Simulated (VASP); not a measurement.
Ga:

```
CELL_PARAMETERS angstrom
0.00000 2.04824 2.04824
2.04824 0.00000 2.04824
2.04824 2.04824 0.00000
ATOMIC_POSITIONS crystal
Ga 0.00000 0.00000 0.00000
```

Base run:

| Item | Value |
| --- | --- |
| Program | VASP 6.6.1 |
| Functional | LDA |
| Potentials or basis | VASP PAW LDA potentials, release 64 (Ga_d) |
| Cutoff | 520 eV |
| k mesh | 13 × 13 × 13 |
| Occupations | fermi-dirac, width 0.1 eV |
| Spin | no spin polarisation |

Its results: pressure 0.0 GPa.

Q: The run is repeated on the same cell with these changes: k mesh from 13 × 13 × 13 to 15 × 15 × 15. What comes out?

A: Pressure -0.5 GPa.
